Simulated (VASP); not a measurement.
# WC (Fm-3m) in VASP: notebook, part 4 of 4

VASP 6.6.1.

### Step 7. Relaxation of cell and atoms, BLYP+D3(BJ)

This run uses another cell than the first one, of 10.54 Å³/atom.

File INCAR:

```
PREC = Accurate
ENCUT = 600
EDIFF = 1E-7
ISMEAR = 0
SIGMA = 0.1
LREAL = False
LASPH = True
NELM = 100
ALGO = Normal
ISIF = 3
LWAVE = False
LCHARG = False
GGA = B5
ALDAX = 1.0
AGGAX = 1.0
AGGAC = 1.0
ALDAC = 0.0
IVDW = 12
VDW_S6 = 1.0
VDW_S8 = 2.6996
VDW_A1 = 0.4298
VDW_A2 = 4.2359
IBRION = 2
NSW = 80
EDIFFG = -0.005
```

File KPOINTS:

```
Automatic mesh
0
Gamma
  11 11 11
```

File POSCAR:

```
WC
1.0
    0.0000000000      2.1926840000      2.1926840000
    2.1926840000      0.0000000000      2.1926840000
    2.1926840000      2.1926840000      0.0000000000
W C
1 1
Direct
    0.0000000000      0.0000000000      0.0000000000
    0.5000000000      0.5000000000      0.5000000000
```

Potentials or basis: VASP PAW PBE potentials, release 64 (W_sv, C).

The run is started by

```bash
> cat potpaw_PBE.64/W_sv/POTCAR potpaw_PBE.64/C/POTCAR > POTCAR
> mpirun -np 1 vasp_std > vasp.out
```

OUTCAR:

```text
PREC = Accurate
   ENCUT = 600
   EDIFF = 1E-7
   ISMEAR = 0
   LREAL = False
   LASPH = True
   NELM = 100
   ISIF = 3
   GGA = B5
   IVDW = 12
   IBRION = 2
   NSW = 80
   EDIFFG = -0.005
 IVDW          = 12

 ion  position               nearest neighbor table
   1  0.000  0.000  0.000-   2 2.19   2 2.19   2 2.19   2 2.19   2 2.19   2 2.19
   2  0.500  0.500  0.500-   1 2.19   1 2.19   1 2.19   1 2.19   1 2.19   1 2.19

  LATTYP: Found a face centered cubic cell.
 ALAT       =     4.3853680000

  Lattice vectors:

 A1 = (   0.0000000000,   2.1926840000,   2.1926840000)
 A2 = (   2.1926840000,   0.0000000000,   2.1926840000)
 A3 = (   2.1926840000,   2.1926840000,   0.0000000000)

Analysis of symmetry for initial positions (statically):
=====================================================================
 Subroutine PRICEL returns:
 Original cell was already a primitive cell.

 Routine SETGRP: Setting up the symmetry group for a
 face centered cubic supercell.

 Subroutine GETGRP returns: Found 48 space group operations
 (whereof 48 operations were pure point group operations)
 out of a pool of 48 trial point group operations.

The static configuration has the point symmetry O_h .

Analysis of symmetry for dynamics (positions and initial velocities):
=====================================================================
 Subroutine PRICEL returns:
 Original cell was already a primitive cell.

 Routine SETGRP: Setting up the symmetry group for a
 face centered cubic supercell.

 Subroutine GETGRP returns: Found 48 space group operations
 (whereof 48 operations were pure point group operations)
 out of a pool of 48 trial point group operations.

The dynamic configuration has the point symmetry O_h .

 Subroutine INISYM returns: Found 48 space group operations
 (whereof 48 operations are pure point group operations),
 and found     1 'primitive' translations

----------------------------------------------------------------------------------------

                                     Primitive cell

[... 105 lines left out ...]
   ISMEAR =     0;   SIGMA  =   0.10  broadening in eV -4-tet -1-fermi 0-gaus
   EFERMI_NEDOS =   21; number of points for ismear=-14 and -15
   IALGO  =     38    algorithm
   IMIX   =      4    mixing-type and parameters
     AMIX     =   0.40;   BMIX     =  1.00
     AMIX_MAG =   1.60;   BMIX_MAG =  1.00
  volume/ion in A,a.u.               =      10.54        71.14
  Fermi-wavevector in a.u.,A,eV,Ry     =   1.553029  2.934800 32.815887  2.411900
  Thomas-Fermi vector in A             =   2.657319
   LORBIT       =      0    0 simple, 1 ext, 2 COOP (PROOUT), +10 PAW based schemes
   GGA     = B5    functional components
   LHFCALC =     F    Hartree Fock is set to
   AEXX    =    0.0000 exact exchange contribution
   IVDW    =    12    specifies the selected vdW correction
   LEPSILON=     F    determine dielectric tensor
   LRPA    =     F    only Hartree local field effects (RPA)
 conjugate gradient relaxation of ions
 non-spin polarized calculation
 Gauss-broadening in eV      SIGMA  =   0.10
  energy-cutoff  :      600.00
  volume of cell :       21.08
 maximum number of plane-waves:       725
 NGX is ok and might be reduce to    28
   NGX = 13   NGY = 13   NGZ = 13

--------------------------------------- Ionic step        1  -------------------------------------------

 number of electron      18.0000001 magnetization

 Free energy of the ion-electron system (eV)
  ---------------------------------------------------
  ext. energy  EPLUGINS =         0.00000000
  ---------------------------------------------------
  free energy    TOTEN  =       -19.10979732 eV

  energy without entropy =      -19.10178431  energy(sigma->0) =      -19.10579081

------------------------ aborting loop because EDIFF is reached ----------------------------------------

 Edisp (eV)   -2.11400

 E8    (eV) :    -1.5881
[... 71 lines left out ...]
--------------------------------------- Ionic step        3  -------------------------------------------

 number of electron      18.0000002 magnetization

 Free energy of the ion-electron system (eV)
  ---------------------------------------------------
  ext. energy  EPLUGINS =         0.00000000
  ---------------------------------------------------
  free energy    TOTEN  =       -19.09298986 eV

  energy without entropy =      -19.08511977  energy(sigma->0) =      -19.08905482

 E-fermi :  13.0204     XC(G=0): -13.0515

 val. band max:       13.0191675193   @ k =   0.2727   0.2727   0.0000
 cond. band min:      13.0403961320   @ k =   0.4545   0.0909   0.0000
 fundamental gap:      0.0212286127
 Fermi energy:        13.0204127953

 k-point     1 :       0.0000    0.0000    0.0000
  band No.  band energies     occupation
      1     -62.0170      2.00000
      2     -26.2713      2.00000
      3     -26.2713      2.00000
      4     -26.2713      2.00000
      5      -2.6605      2.00000
      6      10.2860      2.00000
      7      10.2860      2.00000
      8      10.2860      2.00000
      9      11.9256      2.00000
     10      11.9256      2.00000
     11      11.9256      2.00000
     12      12.0696      2.00000
     13      12.0696      2.00000
[... 354 lines left out ...]
  band No.  band energies     occupation
      1     -61.9907      2.00000
      2     -26.6058      2.00000
      3     -26.4086      2.00000
      4     -26.3010      2.00000
      5      -0.5412      2.00000
      6       6.1767      2.00000
      7       7.2943      2.00000
      8       7.7449      2.00000
      9      11.5693      2.00000
     10      13.5799      0.00000
     11      14.2285      0.00000
     12      15.5653      0.00000
     13      19.9720      0.00000

 [... further k-points ...]

------------------------ aborting loop because EDIFF is reached ----------------------------------------

 Edisp (eV)   -2.13243

 E8    (eV) :    -1.6020
[... 25 lines left out ...]
  FREE ENERGIE OF THE ION-ELECTRON SYSTEM (eV)
  ---------------------------------------------------
  free  energy   TOTEN  =       -21.2254170180 eV

  energy  without entropy=      -21.2175469239  energy(sigma->0) =      -21.22148197

 reached required accuracy - stopping structural energy minimisation
```

CONTCAR:

```text
WC
   1.00000000000000
     0.0000000000000000    2.1866845287305288    2.1866845287305288
     2.1866845287305288   -0.0000000000000000    2.1866845287305288
     2.1866845287305288    2.1866845287305288    0.0000000000000000
  W               C
     1     1
Direct
     0.0000000000000000    0.0000000000000000    0.0000000000000000
     0.5000000000000000    0.5000000000000000    0.5000000000000000

  0.00000000E+00  0.00000000E+00  0.00000000E+00
  0.00000000E+00  0.00000000E+00  0.00000000E+00
```

Wall time 1.7 min (1 thread of Intel Xeon 8259CL, shared host); peak memory 0.19 GiB.

What came out:

```yaml
Free_energy: -21.2254 eV
Relaxed_volume: 10.46 Å³/atom
Relaxed_cell: a = 3.092 Å, b = 3.092 Å, c = 3.092 Å, α = 60.00°, β = 60.00°, γ = 60.00°
Space_group_after_relaxing_to_0.1_Å: Fm-3m (No. 225)
Energy_gained_by_relaxing: 0.8 meV/atom
Ionic_steps: 3
Pressure_after_relaxing: 0.0 GPa
Dispersion_energy_per_atom: -1.066 eV
```

Step by step:
```csv
step,energy change (eV),largest force (eV/Å),pressure (GPa),volume (Å³)
1,0.0000,0.0000,-2.96,21.08
2,0.0081,0.0000,7.64,20.50
3,-0.0016,0.0000,-0.01,20.91
```

Final structure:
```xyz
2
Lattice="0.0000 2.1867 2.1867 2.1867 0.0000 2.1867 2.1867 2.1867 0.0000" Properties=species:S:1:pos:R:3 pbc="T T T"
W     0.0000    0.0000    0.0000
C     2.1867    2.1867    2.1867
```

Caveat: the highest band is partly filled, so the run has too few bands; the PAW data sets were made with another functional, which shifts forces and pressure a little; spin-orbit coupling is left out, which moves the levels of the heavy elements.

### Step 8. Summary

| task | level | potentials or basis | cell | cutoff (eV) | gap on the mesh (eV) | pressure (GPa) | relaxed volume (Å³/atom) |
| --- | --- | --- | --- | --- | --- | --- | --- |
| single point | LDA | VASP PAW LDA potentials, release 64 (W_sv, C) | a = 3.057 Å, angles 60.0°, 2 atoms | 520 | none | 2.4 | - |
| single point | PBEsol+D3(BJ) | VASP PAW PBE potentials, release 64 (W_sv, C) | a = 3.054 Å, angles 60.0°, 2 atoms | 520 | none | 1.2 | - |
| single point | BLYP+D3(BJ) | VASP PAW PBE potentials, release 64 (W_sv, C) | a = 3.086 Å, angles 60.0°, 2 atoms | 520 | none | 2.3 | - |
| relaxation of cell and atoms | LDA | VASP PAW LDA potentials, release 64 (W_sv, C) | relaxed from a = 3.101 Å, angles 60.0°, 2 atoms | 600 | - | 0.0 | 10.16 |
| relaxation of cell and atoms | PBEsol+D3(BJ) | VASP PAW PBE potentials, release 64 (W_sv, C) | relaxed from a = 3.101 Å, angles 60.0°, 2 atoms | 600 | - | 0.0 | 10.10 |
| relaxation of cell and atoms | BLYP+D3(BJ) | VASP PAW PBE potentials, release 64 (W_sv, C) | relaxed from a = 3.101 Å, angles 60.0°, 2 atoms | 600 | - | 0.0 | 10.46 |

Alike in all rows: no spin polarisation; k mesh 11 × 11 × 11; smearing gaussian 0.1 eV.

Caveats: spin-orbit coupling is left out, which moves the levels of the heavy elements; the PAW data sets were made with another functional, which shifts forces and pressure a little (at least some runs); the highest band is partly filled, so the run has too few bands (at least some runs).

Total energies depend on the potentials used, so only differences within one code and one set of settings carry meaning.
